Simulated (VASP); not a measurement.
# LaB6 (Pm-3m) in VASP: notebook

Runs on LaB6. Level: PBE+D3(BJ). Tasks: single point, relaxation of cell and atoms.

All numbers are computed with VASP 6.6.1; they aren't measurements. Logs are shortened: lines on timing, memory, paths and dates and some standing lists are left out, and cuts for length are marked.

**1. The cell of the first run**

Symmetry: Pm-3m, No. 221, cubic system. Conventional cell: a = 4.123 Å, b = 4.123 Å, c = 4.123 Å, α = 90.00°, β = 90.00°, γ = 90.00°. La (site symmetry m-3m) has 24 B at 3.03 Å and 6 La at 4.12 Å within 4.2 Å. Within 2.2 Å of B (site symmetry 4mm) lie 5 B at 1.65 to 1.75 Å.

**2. Single point, PBE+D3(BJ)**

The input, INCAR:

```
PREC = Accurate
ENCUT = 520
EDIFF = 1E-7
ISMEAR = 0
SIGMA = 0.1
LREAL = F
LASPH = T
NELM = 100
ALGO = Normal
ISIF = 2
LWAVE = F
LCHARG = F
GGA = PE
IVDW = 12
NBANDS = 24
```

The input, KPOINTS:

```
Automatic mesh
0
Gamma
  8 8 8
```

The input, POSCAR:

```
LaB6
1.0
    4.1233811195      0.0000000000      0.0000000000
    0.0000000000      4.1233811195      0.0000000000
    0.0000000000      0.0000000000      4.1233811195
La B
1 6
Direct
    0.0000000000      0.0000000000      0.0000000000
    0.1995192321      0.5000000000      0.5000000000
    0.5000000000      0.1995192321      0.5000000000
    0.8004807679      0.5000000000      0.5000000000
    0.5000000000      0.8004807679      0.5000000000
    0.5000000000      0.5000000000      0.1995192321
    0.5000000000      0.5000000000      0.8004807679
```

Potentials or basis: VASP PAW PBE potentials, release 64 (La, B).

Started as:

```
$ cat potpaw_PBE.64/La/POTCAR potpaw_PBE.64/B/POTCAR > POTCAR
$ mpirun -np 1 vasp_std > vasp.out
```

OUTCAR:

```text
PREC = Accurate
   ENCUT = 520
   EDIFF = 1E-7
   ISMEAR = 0
   LREAL = F
   LASPH = T
   NELM = 100
   ISIF = 2
   GGA = PE
   IVDW = 12
 IVDW          = 12

 ion  position               nearest neighbor table
   1  0.000  0.000  0.000-
   2  0.200  0.500  0.500-   4 1.65   3 1.75   5 1.75   6 1.75   7 1.75
   3  0.500  0.200  0.500-   5 1.65   4 1.75   2 1.75   6 1.75   7 1.75
   4  0.800  0.500  0.500-   2 1.65   3 1.75   5 1.75   6 1.75   7 1.75
   5  0.500  0.800  0.500-   3 1.65   2 1.75   4 1.75   6 1.75   7 1.75
   6  0.500  0.500  0.200-   7 1.65   3 1.75   4 1.75   5 1.75   2 1.75
   7  0.500  0.500  0.800-   6 1.65   3 1.75   4 1.75   5 1.75   2 1.75

  LATTYP: Found a simple cubic cell.
 ALAT       =     4.1233811195

  Lattice vectors:

 A1 = (   4.1233811195,   0.0000000000,   0.0000000000)
 A2 = (   0.0000000000,   4.1233811195,   0.0000000000)
 A3 = (   0.0000000000,   0.0000000000,   4.1233811195)

Analysis of symmetry for initial positions (statically):
=====================================================================
 Subroutine PRICEL returns:
 Original cell was already a primitive cell.

 Routine SETGRP: Setting up the symmetry group for a
 simple cubic supercell.

 Subroutine GETGRP returns: Found 48 space group operations
 (whereof 48 operations were pure point group operations)
 out of a pool of 48 trial point group operations.

The static configuration has the point symmetry O_h .

Analysis of symmetry for dynamics (positions and initial velocities):
=====================================================================
 Subroutine PRICEL returns:
 Original cell was already a primitive cell.

 Routine SETGRP: Setting up the symmetry group for a
 simple cubic supercell.

 Subroutine GETGRP returns: Found 48 space group operations
 (whereof 48 operations were pure point group operations)
 out of a pool of 48 trial point group operations.

The dynamic configuration has the point symmetry O_h .

 Subroutine INISYM returns: Found 48 space group operations
 (whereof 48 operations are pure point group operations),
 and found     1 'primitive' translations

----------------------------------------------------------------------------------------

                                     Primitive cell

  volume of cell :      70.1068

  direct lattice vectors                    reciprocal lattice vectors
     4.123381120  0.000000000  0.000000000     0.242519421  0.000000000  0.000000000
     0.000000000  4.123381120  0.000000000     0.000000000  0.242519421  0.000000000
     0.000000000  0.000000000  4.123381120     0.000000000  0.000000000  0.242519421

  length of vectors
     4.123381120  4.123381120  4.123381120     0.242519421  0.242519421  0.242519421

  position of ions in fractional coordinates (direct lattice)
     0.000000000  0.000000000  0.000000000
     0.199519232  0.500000000  0.500000000
     0.500000000  0.199519232  0.500000000
     0.800480768  0.500000000  0.500000000
     0.500000000  0.800480768  0.500000000
     0.500000000  0.500000000  0.199519232
     0.500000000  0.500000000  0.800480768

  ion indices of the primitive-cell ions
   primitive index   ion index
                 1           1
                 2           2
                 3           3
                 4           4
                 5           5
                 6           6
                 7           7

----------------------------------------------------------------------------------------

 KPOINTS: Automatic mesh

Automatic generation of k-mesh.
 Grid dimensions read from file:
 generate k-points for:    8    8    8

 Generating k-lattice:

  Cartesian coordinates                     Fractional coordinates (reciprocal lattice)
     0.030314928  0.000000000  0.000000000     0.125000000  0.000000000  0.000000000
     0.000000000  0.030314928  0.000000000     0.000000000  0.125000000  0.000000000
     0.000000000  0.000000000  0.030314928     0.000000000  0.000000000  0.125000000

  Length of vectors
     0.030314928  0.030314928  0.030314928

  Shift w.r.t. Gamma in fractional coordinates (k-lattice)
     0.000000000  0.000000000  0.000000000

 Subroutine IBZKPT returns following result:
 ===========================================

 Found     35 irreducible k-points:

 Following reciprocal coordinates:
            Coordinates               Weight
  0.000000  0.000000  0.000000      1.000000
  0.125000  0.000000  0.000000      6.000000
  0.250000  0.000000  0.000000      6.000000
  0.375000  0.000000  0.000000      6.000000
  0.500000  0.000000  0.000000      3.000000
  0.125000  0.125000  0.000000     12.000000
[... 16 lines left out ...]
  0.375000  0.375000  0.125000     24.000000
  0.500000  0.375000  0.125000     24.000000
 [... further k-points ...]
   k-points           NKPTS =     35   k-points in BZ     NKDIM =     35   number of bands    NBANDS=     24
   number of dos      NEDOS =    301   number of ions     NIONS =      7
   total plane-waves  NPLWV =  32768
   dimension x,y,z NGX =    32 NGY =   32 NGZ =   32
   dimension x,y,z NGXF=    64 NGYF=   64 NGZF=   64
   ions per type =               1   6
   NGX,Y,Z   is equivalent  to a cutoff of  12.90, 12.90, 12.90 a.u.
   NGXF,Y,Z  is equivalent  to a cutoff of  25.80, 25.80, 25.80 a.u.
 SYSTEM =  unknown system
   PREC   = accura    normal or accurate (medium, high low for compatibility)
   ISTART =      0    job   : 0-new  1-cont  2-samecut
   ICHARG =      2    charge: 1-file 2-atom 10-const
   ISPIN  =      1    spin polarized calculation?
   LNONCOLLINEAR =      F non collinear calculations
   LSORBIT =      F    spin-orbit coupling
   LASPH  =      T    aspherical Exc in radial PAW
   ENCUT  =  520.0 eV  38.22 Ry    6.18 a.u.   7.67  7.67  7.67*2*pi/ulx,y,z
   NELM   =    100;   NELMIN=  2; NELMDL= -5     # of ELM steps
   EDIFF  = 0.1E-06   stopping-criterion for ELM
   LREAL  =      F    real-space projection
   EDIFFG = 0.1E-05   stopping-criterion for IOM
   NSW    =      0    number of steps for IOM
   IBRION =     -1    ionic relax: 0-MD 1-quasi-New 2-CG
   NFREE  =      0    steps in history (QN), initial steepest desc. (CG)
   ISIF   =      2    stress and relaxation
   ISYM   =      2    0-nonsym 1-usesym 2-fastsym
   POTIM  = 0.5000    time-step for ionic-motion
   TEBEG  =    0.0;   TEEND  =   0.0 temperature during run
   PSTRESS=    0.0 pullay stress
   NELECT =      29.0000    total number of electrons
   NUPDOWN=      -1.0000    fix difference up-down
   EMIN   =  10.00;   EMAX   =-10.00  energy-range for DOS
   EFERMI =   0.00;   METHOD = LEGACY
   ISMEAR =     0;   SIGMA  =   0.10  broadening in eV -4-tet -1-fermi 0-gaus
   EFERMI_NEDOS =   21; number of points for ismear=-14 and -15
   IALGO  =     38    algorithm
   IMIX   =      4    mixing-type and parameters
     AMIX     =   0.40;   BMIX     =  1.00
     AMIX_MAG =   1.60;   BMIX_MAG =  1.00
  volume/ion in A,a.u.               =      10.02        67.59
  Fermi-wavevector in a.u.,A,eV,Ry     =   1.219796  2.305081 20.244153  1.487903
  Thomas-Fermi vector in A             =   2.355036
   LORBIT       =      0    0 simple, 1 ext, 2 COOP (PROOUT), +10 PAW based schemes
   GGA     = PE    functional components
   LHFCALC =     F    Hartree Fock is set to
   AEXX    =    0.0000 exact exchange contribution
   IVDW    =    12    specifies the selected vdW correction
   LEPSILON=     F    determine dielectric tensor
   LRPA    =     F    only Hartree local field effects (RPA)
 non-spin polarized calculation
 Gauss-broadening in eV      SIGMA  =   0.10
  energy-cutoff  :      520.00
  volume of cell :       70.11
 maximum number of plane-waves:      1924
 NGX is ok and might be reduce to    32
   NGX = 15   NGY = 15   NGZ = 15

 number of electron      29.0000002 magnetization

 Free energy of the ion-electron system (eV)
  ---------------------------------------------------
  ext. energy  EPLUGINS =         0.00000000
  ---------------------------------------------------
  free energy    TOTEN  =       -49.03465393 eV

  energy without entropy =      -49.03098591  energy(sigma->0) =      -49.03281992

 E-fermi :   8.7158     XC(G=0): -11.3585

 val. band max:        8.5907949240   @ k =   0.3750   0.2500   0.1250
 cond. band min:       8.7237929289   @ k =   0.2500   0.2500   0.0000
 fundamental gap:      0.1329980049
 Fermi energy:         8.7157965033

 k-point     1 :       0.0000    0.0000    0.0000
  band No.  band energies     occupation
      1     -24.2136      2.00000
      2      -7.9560      2.00000
      3      -7.9560      2.00000
      4      -7.9560      2.00000
      5      -6.8866      2.00000
      6       0.7796      2.00000
[... 16 lines left out ...]
     23      10.8753      0.00000
     24      12.0274      0.00000

 k-point     2 :       0.1250    0.0000    0.0000
  band No.  band energies     occupation
      1     -24.2097      2.00000
      2      -8.1454      2.00000
      3      -7.9430      2.00000
      4      -7.9430      2.00000
      5      -6.6908      2.00000
      6      -0.0196      2.00000
[... 16 lines left out ...]
     23      10.9999      0.00000
     24      11.9867      0.00000

 k-point     3 :       0.2500    0.0000    0.0000
  band No.  band energies     occupation
      1     -24.2000      2.00000
      2      -8.4763      2.00000
      3      -7.9111      2.00000
      4      -7.9111      2.00000
      5      -6.3271      2.00000
      6      -0.9788      2.00000
[... 16 lines left out ...]
     23      11.4068      0.00000
     24      11.4789      0.00000
[... 514 lines left out ...]
 k-point    23 :       0.3750    0.3750    0.1250
  band No.  band energies     occupation
      1     -24.1641      2.00000
      2      -8.4384      2.00000
      3      -8.3353      2.00000
      4      -7.8916      2.00000
      5      -6.1980      2.00000
      6      -0.8859      2.00000
[... 16 lines left out ...]
     23      11.6433      0.00000
     24      12.2469      0.00000

 k-point    24 :       0.5000    0.3750    0.1250
  band No.  band energies     occupation
      1     -24.1603      2.00000
      2      -8.4647      2.00000
      3      -8.3266      2.00000
      4      -7.8777      2.00000
      5      -6.2441      2.00000
      6      -0.8970      2.00000
[... 16 lines left out ...]
     23      11.9016      0.00000
     24      12.2881      0.00000

 [... further k-points ...]

------------------------ aborting loop because EDIFF is reached ----------------------------------------

 Edisp (eV)   -1.84754

 E8    (eV) :    -0.7766

  FORCE on cell =-STRESS in cart. coord.  units (eV):
  Direction    XX          YY          ZZ          XY          YZ          ZX
  --------------------------------------------------------------------------------------
  -------------------------------------------------------------------------------------
  Total      -0.04928    -0.04928    -0.04928     0.00000     0.00000     0.00000
  in kB      -1.12616    -1.12616    -1.12616     0.00000     0.00000     0.00000
  external pressure =       -1.13 kB  Pullay stress =        0.00 kB

 VOLUME and BASIS-vectors are now :
 -----------------------------------------------------------------------------
  energy-cutoff  :      520.00
  volume of cell :       70.11
      direct lattice vectors                 reciprocal lattice vectors
     4.123381120  0.000000000  0.000000000     0.242519421  0.000000000  0.000000000
     0.000000000  4.123381120  0.000000000     0.000000000  0.242519421  0.000000000
     0.000000000  0.000000000  4.123381120     0.000000000  0.000000000  0.242519421

 POSITION                                       TOTAL-FORCE (eV/Angst)
 -----------------------------------------------------------------------------------
      0.00000      0.00000      0.00000        -0.000000     -0.000000      0.000000
      0.82269      2.06169      2.06169        -0.018773     -0.000000     -0.000000
      2.06169      0.82269      2.06169        -0.000000     -0.018773     -0.000000
      3.30069      2.06169      2.06169         0.018773     -0.000000      0.000000
      2.06169      3.30069      2.06169         0.000000      0.018773      0.000000
      2.06169      2.06169      0.82269        -0.000000     -0.000000     -0.018773
      2.06169      2.06169      3.30069        -0.000000     -0.000000      0.018773
 -----------------------------------------------------------------------------------
    total drift:                                0.000000     -0.000000     -0.000000

  FREE ENERGIE OF THE ION-ELECTRON SYSTEM (eV)
  ---------------------------------------------------
  free  energy   TOTEN  =       -50.8821951200 eV

  energy  without entropy=      -50.8785270999  energy(sigma->0) =      -50.88036111
```

Wall time 1.8 min (1 thread of Intel Xeon 8259CL, shared host); peak memory 0.22 GiB.

Results:

```
Free energy                : -50.8822 eV
Pressure                   : -0.1 GPa
Largest force              : 0.019 eV/Å
Band gap on the k mesh     : zero (an odd number of electrons rules out a gap without spin polarisation)
Dispersion energy per atom : -0.264 eV
```

Forces in eV/Å, atoms in the order of the input:
```
La   0.000  0.000  0.000
B   -0.019  0.000  0.000
B    0.000 -0.019  0.000
B    0.019  0.000  0.000
B    0.000  0.019  0.000
B    0.000  0.000 -0.019
B    0.000  0.000  0.019
```

Levels at points of the mesh, in eV from the Fermi level:
```tsv
k point	band 10	band 11	band 12	band 13	band 14	band 15	band 16	band 17	band 18	band 19
(0.00, 0.00, 0.00)	-6.95	-6.95	-1.81	-1.81	-1.81	0.28	0.28	0.28	1.62	1.62
(0.50, 0.00, 0.00)	-6.43	-3.42	-3.42	-3.15	-2.46	-1.42	1.59	1.69	1.69	2.06
(0.50, 0.50, 0.00)	-6.18	-4.45	-4.45	-2.84	-2.84	1.13	1.13	2.09	2.12	2.12
(0.50, 0.50, 0.50)	-4.67	-4.67	-2.34	-2.34	-2.34	1.59	1.89	1.89	1.89	1.91
```

Caveat: spin-orbit coupling is left out, which moves the levels of the heavy elements.

**3. Relaxation of cell and atoms, PBE+D3(BJ)**

This run uses another cell than the first one, of 10.25 Å³/atom.

The input, INCAR:

```
SYSTEM = LaB6
PREC = Accurate
ENCUT = 600
EDIFF = 1E-6
ISMEAR = 0
SIGMA = 0.1
LREAL = .FALSE.
LASPH = .TRUE.
NELM = 80
ALGO = Normal
ISIF = 3
LWAVE = .FALSE.
LCHARG = .FALSE.
GGA = PE
IVDW = 12
IBRION = 2
NSW = 70
EDIFFG = -0.005
```

The input, KPOINTS:

```
regular mesh
0
G
  8 8 8
  0 0 0
```

The input, POSCAR:

```
LaB6
1.0
    4.1546927964      0.0000000000      0.0000000000
    0.0000000000      4.1546927964      0.0000000000
    0.0000000000      0.0000000000      4.1546927964
La B
1 6
Direct
    0.0000000000      0.0000000000      0.0000000000
    0.1998272937      0.5000000000      0.5000000000
    0.5000000000      0.1998272937      0.5000000000
    0.8001727063      0.5000000000      0.5000000000
    0.5000000000      0.8001727063      0.5000000000
    0.5000000000      0.5000000000      0.1998272937
    0.5000000000      0.5000000000      0.8001727063
```

Potentials or basis: VASP PAW PBE potentials, release 64 (La, B).

Started as:

```
$ cat potpaw_PBE.64/La/POTCAR potpaw_PBE.64/B/POTCAR > POTCAR
$ mpirun -np 1 vasp_std > vasp.out
```

Wall time 5.6 min (1 thread of Intel Xeon 8259CL, shared host); peak memory 0.26 GiB.

Results (log left out):

```yaml
Free_energy: -50.8894 eV
Relaxed_volume: 10.01 Å³/atom
Relaxed_cell: a = 4.122 Å, b = 4.122 Å, c = 4.122 Å, α = 90.00°, β = 90.00°, γ = 90.00°
Space_group_after_relaxing_to_0.1_Å: Pm-3m (No. 221)
Energy_gained_by_relaxing: 3.1 meV/atom
Ionic_steps: 5
Pressure_after_relaxing: 0.0 GPa
Band_gap_on_the_k_mesh: zero (an odd number of electrons rules out a gap without spin polarisation)
Dispersion_energy_per_atom: -0.264 eV
```

Step by step:
```
step  energy change (eV)  largest force (eV/Å)  pressure (GPa)  volume (Å³)
   1              0.0000                0.0208           -4.05        71.72
   2             -0.0132                0.0944            2.71        69.06
   3             -0.0214                0.0678            0.03        70.06
   4             -0.0208                0.1359           -0.02        70.03
   5             -0.0216                0.0007            0.00        70.05
```

Final structure:
```yaml
crystal:
  lattice:
    - [4.12222, 0.00000, 0.00000]
    - [0.00000, 4.12222, 0.00000]
    - [0.00000, 0.00000, 4.12222]
  atoms:
    - { symbol: La, position: [0.00000, 0.00000, 0.00000] }
    - { symbol: B, position: [0.19943, 0.50000, 0.50000] }
    - { symbol: B, position: [0.50000, 0.19943, 0.50000] }
    - { symbol: B, position: [0.80057, 0.50000, 0.50000] }
    - { symbol: B, position: [0.50000, 0.80057, 0.50000] }
    - { symbol: B, position: [0.50000, 0.50000, 0.19943] }
    - { symbol: B, position: [0.50000, 0.50000, 0.80057] }
```

Levels at points of the mesh, in eV from the Fermi level:
| k point | band 11 | band 12 | band 13 | band 14 | band 15 | band 16 | band 17 | band 18 |
| --- | --- | --- | --- | --- | --- | --- | --- | --- |
| (0.00, 0.00, 0.00) | -6.96 | -1.80 | -1.80 | -1.80 | 0.28 | 0.28 | 0.28 | 1.63 |
| (0.50, 0.00, 0.00) | -3.42 | -3.42 | -3.15 | -2.46 | -1.41 | 1.59 | 1.70 | 1.70 |
| (0.50, 0.50, 0.00) | -4.45 | -4.45 | -2.84 | -2.84 | 1.13 | 1.13 | 2.10 | 2.13 |
| (0.50, 0.50, 0.50) | -4.67 | -2.34 | -2.34 | -2.34 | 1.60 | 1.90 | 1.90 | 1.90 |

Caveat: spin-orbit coupling is left out, which moves the levels of the heavy elements.

The gap in the log of VASP goes by the Fermi energy; the results here count the filled bands.